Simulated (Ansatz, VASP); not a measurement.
## Two plane-wave programs on Sb

```
Sb
1.0
     3.11021    0.00000    0.01244
     0.00000    4.39553    0.00000
    -0.02121    0.00000    4.39600
Sb
2
Cartesian
  3.0944 3.2966 3.3094
  -0.0054 1.0989 1.0990
```

Alike in both runs: functional PBE; k mesh 14 × 10 × 10; occupations gaussian, width 0.1 eV; no spin polarisation.

Ansatz relaxed the structure, and its values are those at the end. VASP's run is a single point on that final structure, the one shown.

|  | VASP | Ansatz |
| --- | --- | --- |
| version | VASP 6.6.1 | Ansatz 0.2.0 |
| potentials or method | VASP PAW PBE potentials, release 64 (Sb), cutoff 520 eV | scalar-relativistic, plane waves, PAW |
| valence electrons in the cell | 10 | 30 |

```tsv
	VASP	Ansatz	Ansatz less VASP
gap on the k mesh at the Fermi level (eV)	none	none	-
pressure (GPa)	0.0	0.0	+0.03
```

A gap of «none» marks a metal or a gap that the smearing closes. With one functional, cell and mesh, what is left measures potentials, basis and numerics. VASP's potentials hold 10 valence electrons a cell and Ansatz's 30, so a difference there can come from the potentials and not from the codes.

Neither program's run includes spin-orbit coupling.
